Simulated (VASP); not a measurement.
Here is a VASP 6.6.1 calculation.

Contents of INCAR:

```
SYSTEM = Na3Nb
  PREC = Accurate
  ENCUT = 600
  EDIFF = 1E-6
  ISMEAR = 0
  SIGMA = 0.1
  LREAL = .FALSE.
  LASPH = .TRUE.
  NELM = 80
  ALGO = Normal
  ISIF = 3
  LWAVE = .FALSE.
  LCHARG = .FALSE.
  GGA = PE
  IBRION = 2
  NSW = 90
  EDIFFG = -0.04
```

KPOINTS

```
regular mesh
0
G
  4 4 4
  0 0 0
```

Contents of POSCAR:

```
Na3Nb
1.0
    4.2402376978      0.0000000000      0.0000000000
    0.0000000000      4.2402376978      0.0000000000
    0.0000000000      0.0000000000      4.2402376978
Na Nb
3 1
Direct
    0.0000000000      0.5000000000      0.5000000000
    0.5000000000      0.0000000000      0.5000000000
    0.5000000000      0.5000000000      0.0000000000
    0.0000000000      0.0000000000      0.0000000000
```

Potentials or basis: VASP PAW PBE potentials, release 64 (Na_pv, Nb_sv).

The run is started by

```bash
$ cat potpaw_PBE.64/Na_pv/POTCAR potpaw_PBE.64/Nb_sv/POTCAR > POTCAR
$ mpirun -np 1 vasp_std > vasp.out
```

Question: Estimate the relaxed cell.

Answer: a = 4.725 Å, b = 4.725 Å, c = 4.725 Å, α = 90.00°, β = 90.00°, γ = 90.00°.

Question: What does it give for the relaxed volume?

Answer: 26.37 Å³/atom.

The path:
```csv
step,energy change (eV),largest force (eV/Å),pressure (GPa),volume (Å³)
1,0.0000,0.0000,13.85,76.24
2,-0.9006,0.0000,2.66,95.90
3,-0.9703,0.0000,0.68,102.81
4,-0.9764,0.0000,0.05,105.50
```

Caveat: the k points lie up to 0.33 Å⁻¹ apart in the final cell; the volume moved by over 15 % at a fixed basis, so the end points are rough.
